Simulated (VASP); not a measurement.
# TePb (Fm-3m) in VASP: notebook

TePb is run at these levels: RPBE+D3(BJ), revPBE+D4, LDA; tasks: single point.

Program: VASP 6.6.1. These are calculated values, not measurements. Logs are shortened: lines on timing, memory, paths and dates and some standing lists are left out, and cuts for length are marked.

### Step 1. The cell of the first run

It takes space group Fm-3m (No. 225, cubic). Conventional cell: a = 6.419 Å, b = 6.419 Å, c = 6.419 Å, α = 90.00°, β = 90.00°, γ = 90.00°. Pb (site symmetry m-3m) has 6 Te at 3.21 Å within 4.2 Å. Within 4.2 Å of Te (site symmetry m-3m) lie 6 Pb at 3.21 Å.

### Step 2. Single point, RPBE+D3(BJ)

INCAR reads:

```
SYSTEM = TePb
PREC = Accurate ; ENCUT = 520
EDIFF = 1E-7 ; ISMEAR = -1
SIGMA = 0.05 ; LREAL = .False.
LASPH = .True. ; NELM = 60
ALGO = Normal ; ISIF = 2
LWAVE = .False. ; LCHARG = .False.
GGA = RP ; IVDW = 12
NBANDS = 17
```

KPOINTS reads:

```
regular mesh
0
Gamma
  7 7 7
  0 0 0
```

POSCAR reads:

```
TePb
1.0
    0.0000000000      3.2093147829      3.2093147829
    3.2093147829      0.0000000000      3.2093147829
    3.2093147829      3.2093147829      0.0000000000
Pb Te
1 1
Direct
    0.0000000000      0.0000000000      0.0000000000
    0.5000000000      0.5000000000      0.5000000000
```

Potentials or basis: VASP PAW PBE potentials, release 64 (Pb_d, Te).

On the command line:

```
> cat potpaw_PBE.64/Pb_d/POTCAR potpaw_PBE.64/Te/POTCAR > POTCAR
> mpirun -np 1 vasp_std > vasp.out
```

OUTCAR:

```text
SYSTEM = TePb
   PREC = Accurate
   ENCUT = 520
   EDIFF = 1E-7
   ISMEAR = -1
   LREAL = .False.
   LASPH = .True.
   NELM = 60
   ISIF = 2
   GGA = RP
   IVDW = 12
 IVDW          = 12

 ion  position               nearest neighbor table
   1  0.000  0.000  0.000-   2 3.21   2 3.21   2 3.21   2 3.21   2 3.21   2 3.21
   2  0.500  0.500  0.500-   1 3.21   1 3.21   1 3.21   1 3.21   1 3.21   1 3.21

  LATTYP: Found a face centered cubic cell.
 ALAT       =     6.4186295658

  Lattice vectors:

 A1 = (   0.0000000000,   3.2093147829,   3.2093147829)
 A2 = (   3.2093147829,   0.0000000000,   3.2093147829)
 A3 = (   3.2093147829,   3.2093147829,   0.0000000000)

Analysis of symmetry for initial positions (statically):
=====================================================================
 Subroutine PRICEL returns:
 Original cell was already a primitive cell.

 Routine SETGRP: Setting up the symmetry group for a
 face centered cubic supercell.

 Subroutine GETGRP returns: Found 48 space group operations
[... 9 lines left out ...]

 Routine SETGRP: Setting up the symmetry group for a
 face centered cubic supercell.

 Subroutine GETGRP returns: Found 48 space group operations
[... 11 lines left out ...]
                                     Primitive cell

  volume of cell :      66.1100

  direct lattice vectors                    reciprocal lattice vectors
     0.000000000  3.209314783  3.209314783    -0.155796497  0.155796497  0.155796497
     3.209314783  0.000000000  3.209314783     0.155796497 -0.155796497  0.155796497
     3.209314783  3.209314783  0.000000000     0.155796497  0.155796497 -0.155796497

  length of vectors
     4.538656492  4.538656492  4.538656492     0.269847448  0.269847448  0.269847448

  position of ions in fractional coordinates (direct lattice)
     0.000000000  0.000000000  0.000000000
     0.500000000  0.500000000  0.500000000

  ion indices of the primitive-cell ions
   primitive index   ion index
                 1           1
                 2           2

----------------------------------------------------------------------------------------

 KPOINTS: regular mesh

Automatic generation of k-mesh.
 Grid dimensions read from file:
 generate k-points for:    7    7    7

 Generating k-lattice:

  Cartesian coordinates                     Fractional coordinates (reciprocal lattice)
    -0.022256642  0.022256642  0.022256642     0.142857143  0.000000000  0.000000000
     0.022256642 -0.022256642  0.022256642     0.000000000  0.142857143  0.000000000
     0.022256642  0.022256642 -0.022256642     0.000000000  0.000000000  0.142857143

  Length of vectors
     0.038549635  0.038549635  0.038549635

  Shift w.r.t. Gamma in fractional coordinates (k-lattice)
     0.000000000  0.000000000  0.000000000

 Subroutine IBZKPT returns following result:
 ===========================================

 Found     20 irreducible k-points:

 Following reciprocal coordinates:
            Coordinates               Weight
  0.000000  0.000000  0.000000      1.000000
  0.142857  0.000000  0.000000      8.000000
  0.285714  0.000000  0.000000      8.000000
  0.428571  0.000000  0.000000      8.000000
  0.142857  0.142857  0.000000      6.000000
  0.285714  0.142857  0.000000     24.000000
[... 12 lines left out ...]
 -0.428571  0.428571  0.142857     24.000000
 -0.285714  0.428571  0.142857     24.000000
   k-points           NKPTS =     20   k-points in BZ     NKDIM =     20   number of bands    NBANDS=     17
   number of dos      NEDOS =    301   number of ions     NIONS =      2
   total plane-waves  NPLWV =  46656
   dimension x,y,z NGX =    36 NGY =   36 NGZ =   36
   dimension x,y,z NGXF=    72 NGYF=   72 NGZF=   72
   ions per type =               1   1
   NGX,Y,Z   is equivalent  to a cutoff of  13.19, 13.19, 13.19 a.u.
   NGXF,Y,Z  is equivalent  to a cutoff of  26.37, 26.37, 26.37 a.u.
 SYSTEM =  TePb
   PREC   = accura    normal or accurate (medium, high low for compatibility)
   ISTART =      0    job   : 0-new  1-cont  2-samecut
   ICHARG =      2    charge: 1-file 2-atom 10-const
   ISPIN  =      1    spin polarized calculation?
   LNONCOLLINEAR =      F non collinear calculations
   LSORBIT =      F    spin-orbit coupling
   LASPH  =      T    aspherical Exc in radial PAW
   ENCUT  =  520.0 eV  38.22 Ry    6.18 a.u.   8.44  8.44  8.44*2*pi/ulx,y,z
   NELM   =     60;   NELMIN=  2; NELMDL= -5     # of ELM steps
   EDIFF  = 0.1E-06   stopping-criterion for ELM
   LREAL  =      F    real-space projection
   EDIFFG = 0.1E-05   stopping-criterion for IOM
   NSW    =      0    number of steps for IOM
   IBRION =     -1    ionic relax: 0-MD 1-quasi-New 2-CG
   NFREE  =      0    steps in history (QN), initial steepest desc. (CG)
   ISIF   =      2    stress and relaxation
   ISYM   =      2    0-nonsym 1-usesym 2-fastsym
   POTIM  = 0.5000    time-step for ionic-motion
   TEBEG  =    0.0;   TEEND  =   0.0 temperature during run
   PSTRESS=    0.0 pullay stress
   NELECT =      20.0000    total number of electrons
   NUPDOWN=      -1.0000    fix difference up-down
   EMIN   =  10.00;   EMAX   =-10.00  energy-range for DOS
   EFERMI =   0.00;   METHOD = LEGACY
   ISMEAR =    -1;   SIGMA  =   0.05  broadening in eV -4-tet -1-fermi 0-gaus
   EFERMI_NEDOS =   21; number of points for ismear=-14 and -15
   IALGO  =     38    algorithm
   IMIX   =      4    mixing-type and parameters
     AMIX     =   0.40;   BMIX     =  1.00
     AMIX_MAG =   1.60;   BMIX_MAG =  1.00
  volume/ion in A,a.u.               =      33.05       223.07
  Fermi-wavevector in a.u.,A,eV,Ry     =   1.098995  2.076800 16.432991  1.207791
  Thomas-Fermi vector in A             =   2.235382
   LORBIT       =      0    0 simple, 1 ext, 2 COOP (PROOUT), +10 PAW based schemes
   GGA     = RP    functional components
   LHFCALC =     F    Hartree Fock is set to
   AEXX    =    0.0000 exact exchange contribution
   IVDW    =    12    specifies the selected vdW correction
   LEPSILON=     F    determine dielectric tensor
   LRPA    =     F    only Hartree local field effects (RPA)
 non-spin polarized calculation
  energy-cutoff  :      520.00
  volume of cell :       66.11
 maximum number of plane-waves:      1807
 NGX is ok and might be reduce to    36
   NGX = 17   NGY = 17   NGZ = 17

 number of electron      20.0000000 magnetization

 Free energy of the ion-electron system (eV)
  ---------------------------------------------------
  ext. energy  EPLUGINS =         0.00000000
  ---------------------------------------------------
  free energy    TOTEN  =        -6.74321934 eV

  energy without entropy =       -6.74321739  energy(sigma->0) =       -6.74321836

 E-fermi :   6.4315     XC(G=0):  -9.2667

 val. band max:        5.9116802088   @ k =   0.4286   0.0000   0.0000
 cond. band min:       6.9431956029   @ k =   0.4286   0.0000   0.0000
 fundamental gap:      1.0315153941
 Fermi energy:         6.4315039827

 k-point     1 :       0.0000    0.0000    0.0000
  band No.  band energies     occupation
      1     -10.8172      2.00000
      2     -10.8172      2.00000
      3     -10.8100      2.00000
      4     -10.8100      2.00000
      5     -10.8100      2.00000
      6      -6.1646      2.00000
[... 9 lines left out ...]
     16      11.7714      0.00000
     17      13.4042      0.00000

 k-point     2 :       0.1429    0.0000    0.0000
  band No.  band energies     occupation
      1     -10.8199      2.00000
      2     -10.8199      2.00000
      3     -10.8094      2.00000
      4     -10.8068      2.00000
      5     -10.8068      2.00000
      6      -5.9852      2.00000
[... 9 lines left out ...]
     16      12.1554      0.00000
     17      14.7324      0.00000

 k-point     3 :       0.2857    0.0000    0.0000
  band No.  band energies     occupation
      1     -10.8271      2.00000
      2     -10.8271      2.00000
      3     -10.8084      2.00000
      4     -10.7988      2.00000
      5     -10.7988      2.00000
      6      -5.4768      2.00000
[... 9 lines left out ...]
     16      13.1875      0.00000
     17      16.9776      0.00000

 k-point     4 :       0.4286    0.0000    0.0000
  band No.  band energies     occupation
      1     -10.8330      2.00000
      2     -10.8330      2.00000
      3     -10.8077      2.00000
      4     -10.7921      2.00000
      5     -10.7921      2.00000
      6      -4.8246      2.00000
[... 9 lines left out ...]
     16      14.7028      0.00000
     17      16.1461      0.00000

 k-point     5 :       0.1429    0.1429    0.0000
  band No.  band energies     occupation
      1     -10.8263      2.00000
      2     -10.8149      2.00000
      3     -10.8120      2.00000
      4     -10.8051      2.00000
      5     -10.8051      2.00000
      6      -5.9255      2.00000
[... 9 lines left out ...]
     16      12.8146      0.00000
     17      14.1375      0.00000

 k-point     6 :       0.2857    0.1429    0.0000
  band No.  band energies     occupation
      1     -10.8361      2.00000
      2     -10.8176      2.00000
      3     -10.8116      2.00000
      4     -10.7999      2.00000
      5     -10.7974      2.00000
      6      -5.5279      2.00000
[... 9 lines left out ...]
     16      13.8647      0.00000
     17      15.4823      0.00000
[... 201 lines left out ...]
 k-point    17 :       0.4286    0.2857    0.1429
  band No.  band energies     occupation
      1     -10.8466      2.00000
      2     -10.8192      2.00000
      3     -10.8108      2.00000
      4     -10.7938      2.00000
      5     -10.7938      2.00000
      6      -5.0696      2.00000
[... 9 lines left out ...]
     16      14.9840      0.00000
     17      15.7430      0.00000

 k-point    18 :      -0.4286    0.2857    0.1429
  band No.  band energies     occupation
      1     -10.8519      2.00000
      2     -10.8236      2.00000
      3     -10.8051      2.00000
      4     -10.7965      2.00000
      5     -10.7883      2.00000
      6      -4.5331      2.00000
[... 9 lines left out ...]
     16      15.4152      0.00000
     17      16.4675      0.00000

 k-point    19 :      -0.4286    0.4286    0.1429
  band No.  band energies     occupation
      1     -10.8701      2.00000
      2     -10.8136      2.00000
      3     -10.8133      2.00000
      4     -10.7902      2.00000
      5     -10.7837      2.00000
      6      -4.4220      2.00000
[... 9 lines left out ...]
     16      16.2347      0.00000
     17      16.9665      0.00000

 k-point    20 :      -0.2857    0.4286    0.1429
  band No.  band energies     occupation
      1     -10.8633      2.00000
      2     -10.8196      2.00000
      3     -10.8052      2.00000
      4     -10.7977      2.00000
      5     -10.7838      2.00000
      6      -4.2841      2.00000
[... 9 lines left out ...]
     16      16.3333      0.00000
     17      16.8439      0.00000

------------------------ aborting loop because EDIFF is reached ----------------------------------------

 Edisp (eV)   -3.93895

 E8    (eV) :    -2.6917

  FORCE on cell =-STRESS in cart. coord.  units (eV):
  Direction    XX          YY          ZZ          XY          YZ          ZX
  --------------------------------------------------------------------------------------
  -------------------------------------------------------------------------------------
  Total      -4.13372    -4.13372    -4.13372     0.00000     0.00000    -0.00000
  in kB    -100.18091  -100.18091  -100.18091     0.00000     0.00000    -0.00000
  external pressure =     -100.18 kB  Pullay stress =        0.00 kB

 VOLUME and BASIS-vectors are now :
 -----------------------------------------------------------------------------
  energy-cutoff  :      520.00
  volume of cell :       66.11
      direct lattice vectors                 reciprocal lattice vectors
     0.000000000  3.209314783  3.209314783    -0.155796497  0.155796497  0.155796497
     3.209314783  0.000000000  3.209314783     0.155796497 -0.155796497  0.155796497
     3.209314783  3.209314783  0.000000000     0.155796497  0.155796497 -0.155796497

 POSITION                                       TOTAL-FORCE (eV/Angst)
 -----------------------------------------------------------------------------------
      0.00000      0.00000      0.00000         0.000000     -0.000000      0.000000
      3.20931      3.20931      3.20931        -0.000000      0.000000     -0.000000
 -----------------------------------------------------------------------------------
    total drift:                               -0.000000      0.000000      0.000000

  FREE ENERGIE OF THE ION-ELECTRON SYSTEM (eV)
  ---------------------------------------------------
  free  energy   TOTEN  =       -10.6821708742 eV

  energy  without entropy=      -10.6821689268  energy(sigma->0) =      -10.68216990
```

Wall time 51 s (1 thread of Intel Xeon 6975P-C, shared host); peak memory 0.21 GiB.

What came out:

```
Free energy                : -10.6822 eV
Pressure                   : -10.0 GPa
Dispersion energy per atom : -1.969 eV
```

Caveat: this odd mesh misses L, where the gap lies, so gap, dielectric constants and Born charges aren't listed; the PAW data sets were made with another functional, which shifts forces and pressure a little; spin-orbit coupling is left out, which moves the levels of the heavy elements.

(Continued in part 2 of 2.)
